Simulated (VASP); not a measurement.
Set up this calculation in VASP 6.6.1, as the native input.

```
Task                   : single point
Functional             : LDA
Potentials or basis    : VASP PAW LDA potentials, release 64 (Al, O)
Cutoff                 : 520 eV
k mesh                 : 12 × 12 × 4
Occupations            : gaussian, width 0.05 eV
Spin                   : no spin polarisation
Dipole correction      : no
Further INCAR settings : ALGO = Normal; EDIFF = 1e-06; NBANDS = 20
```

The structure of Al2O3 lies in POSCAR:

```
Al2O3
1.0
    2.7977951999      0.0000000000      0.0000000000
   -1.3988976000      2.4229617176      0.0000000000
    0.0000000000      0.0000000000      9.6168570938
Al O
2 3
Direct
    0.0000000000      0.0000000000      0.1499923300
    0.0000000000      0.0000000000      0.8500076700
    0.3333333333      0.6666666667      0.2223169200
    0.6666666667      0.3333333333      0.0000000000
    0.3333333333      0.6666666667      0.7776830800
```

This cell differs from its parent crystal: strain -0.030 along x and y, +0.030 along z.

The input as run:

INCAR

```
PREC = Accurate
ENCUT = 520
EDIFF = 1E-6
ISMEAR = 0
SIGMA = 0.05
LREAL = False
LASPH = True
NELM = 60
ALGO = Normal
ISIF = 2
LWAVE = False
LCHARG = False
GGA = CA
NBANDS = 20
```

KPOINTS

```
regular mesh
0
Gamma
  12 12 4
```

Potentials or basis: VASP PAW LDA potentials, release 64 (Al, O).

The run is started by

```bash
$ cat potpaw_LDA.64/Al/POTCAR potpaw_LDA.64/O/POTCAR > POTCAR
$ mpirun -np 1 vasp_std > vasp.out
```

It gave:

* Pressure: 1.3 GPa
* Largest force: 0.979 eV/Å
* Band gap on the k mesh: 5.54 eV, direct

Caveat: the cell differs from its parent crystal (strain -0.030 along x and y, +0.030 along z).

It took 42 s on 1 thread of AMD EPYC 9R45 96-Core Processor (Zen 5), with other jobs on the host, peak memory 0.16 GiB.
